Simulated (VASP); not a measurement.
Input of a VASP 6.6.1 run:

INCAR

```
SYSTEM = Co
ALGO     = Normal         ! electronic algorithm
EDIFF    = 1E-6           ! SCF threshold, eV
EDIFFG   = -0.01          ! ionic threshold
ENCUT    = 600            ! plane-wave cutoff, eV
GGA      = PS             ! functional
IBRION   = 2              ! ionic algorithm
ISIF     = 3              ! what is computed and relaxed
ISMEAR   = -1             ! smearing method
ISPIN    = 2              ! spin polarisation
LASPH    = .TRUE.         ! aspherical terms in the spheres
LCHARG   = .FALSE.        ! write CHGCAR
LMAXMIX  = 4              ! l up to which the mixer works
LORBIT   = 11             ! projections on sites
LREAL    = .FALSE.        ! projectors in reciprocal space
LWAVE    = .FALSE.        ! write WAVECAR
MAGMOM   = 2 2            ! initial moments
NELM     = 150            ! most SCF steps
NSW      = 80             ! ionic steps
PREC     = Accurate       ! precision mode
PSTRESS  = 50.0         
SIGMA    = 0.05           ! smearing width, eV
```

File KPOINTS:

```
k-points
0
G
  12 12 7
  0 0 0
```

The input POSCAR:

```
Co
1.0
    2.4719999032      0.0000000000      0.0000000000
   -1.2359999516      2.1408147143      0.0000000000
    0.0000000000      0.0000000000      4.0211440800
Co
2
Direct
    0.6666666667      0.3333333333      0.7500000000
    0.3333333333      0.6666666667      0.2500000000
```

Potentials or basis: VASP PAW PBE potentials, release 64 (Co).

Command:

```console
$ cat potpaw_PBE.64/Co/POTCAR > POTCAR
$ mpirun -np 1 vasp_std > vasp.out
```

Estimate the relaxed cell.

a = 2.437 Å, b = 2.437 Å, c = 3.932 Å, α = 90.00°, β = 90.00°, γ = 120.00°.

What does it give for the site moments?

Co +1.52 μB.

Final structure:
```
Co
1.0
     2.43653    0.00000    0.00000
    -1.21827    2.11010    0.00000
     0.00000    0.00000    3.93237
Co
2
Direct
  0.66667 0.33333 0.75000
  0.33333 0.66667 0.25000
```

Caveat: the cell is relaxed towards a set pressure, so the enthalpy falls and the energy may rise.
